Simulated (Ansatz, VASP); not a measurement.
**Two plane-wave programs on Ge**

```
Ge
1.0
     1.91990    1.91618    0.00500
    -0.01007   -0.00333   -5.52646
    -3.82395    3.81627   -0.00639
Ge
4
Direct
  0.49939 0.99857 0.74962
  0.50243 0.49856 0.75024
  0.49780 0.00142 0.24982
  0.50038 0.50145 0.25032
```

Change from the starting cell: cell x4, atoms moved at random (sigma 0.15 Å) and cell strained at random (1.5 %), then relaxed without symmetry.

Alike in both runs: functional PBE; k mesh 8 × 4 × 4; occupations gaussian, width 0.2 eV; no spin polarisation.

Ansatz relaxed the structure, and its values are those at the end. VASP's run is a single point on that final structure, the one shown.

```csv
,VASP,Ansatz
version,VASP 6.6.1,Ansatz 0.2.0
potentials or method,"VASP PAW PBE potentials, release 64 (Ge_d), cutoff 520 eV","scalar-relativistic, plane waves, PAW"
valence electrons in the cell,56,56
```

|  | VASP | Ansatz | Ansatz less VASP |
| --- | --- | --- | --- |
| gap on the k mesh at the Fermi level (eV) | none | none | - |
| pressure (GPa) | 0.0 | 0.0 | +0.02 |

A gap of «none» marks a metal or a gap that the smearing closes. With one functional, cell and mesh, what is left measures potentials, basis and numerics.
